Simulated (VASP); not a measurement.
Write the native input for VASP 6.6.1 that does the following.

| Item | Value |
| --- | --- |
| Task | relaxation of the atoms |
| Functional | PBE |
| Potentials or basis | VASP PAW PBE potentials, release 64 (Ge_d, S) |
| Cutoff | 520 eV |
| k mesh | 7 × 7 × 1 |
| Occupations | gaussian, width 0.1 eV |
| Spin | no spin polarisation |
| Dipole correction | yes |
| Atoms held fixed (from 0) | [0, 1, 2, 3] |
| Further INCAR settings | ALGO = Fast; EDIFF = 1e-07; IBRION = 2; EDIFFG = -0.025; NSW = 36 |
| Atoms held along some axes (from 0) | atom 4 along a and b |

The structure of Ge4S lies in POSCAR:

```
Ge4S
1.0
    4.0740542171      0.0000000000      0.0000000000
    0.0000000000      4.0740542171      0.0000000000
    0.0000000000      0.0000000000     19.8557569412
Ge S
4 1
Selective dynamics
Direct
    0.0000000000      0.5000000000      0.2014529092  F F F
    0.0000000000      0.0000000000      0.2739958843  F F F
    0.5000000000      0.0000000000      0.3493666172  F F F
    0.5000000000      0.5000000000      0.4208228861  F F F
    0.5000000000      0.5000000000      0.5346437798  F F T
```

One way to write it, as run:

INCAR

```
SYSTEM = Ge4S
ALGO = Fast
DIPOL = 0.5 0.5 0.356
EDIFF = 1E-7
EDIFFG = -0.025
ENCUT = 520
GGA = PE
IBRION = 2
IDIPOL = 3
ISIF = 2
ISMEAR = 0
LASPH = .TRUE.
LCHARG = .FALSE.
LDIPOL = .TRUE.
LREAL = .FALSE.
LWAVE = .FALSE.
NELM = 60
NSW = 36
PREC = Accurate
SIGMA = 0.1
```

KPOINTS

```
k-points
0
G
  7 7 1
  0 0 0
```

Potentials or basis: VASP PAW PBE potentials, release 64 (Ge_d, S).

The run is started by

```sh
$ cat potpaw_PBE.64/Ge_d/POTCAR potpaw_PBE.64/S/POTCAR > POTCAR
$ mpirun -np 1 vasp_std > vasp.out
```

It gave:

The energy gained by relaxing is 67.4 meV/atom and the ionic steps are 13. The band gap on the k mesh is zero (bands 31 and 32 overlap by 0.38 eV).

It took 18 min on 1 thread of Oxide Virtual Turin-like Processor, with other jobs on the host, peak memory 0.43 GiB.
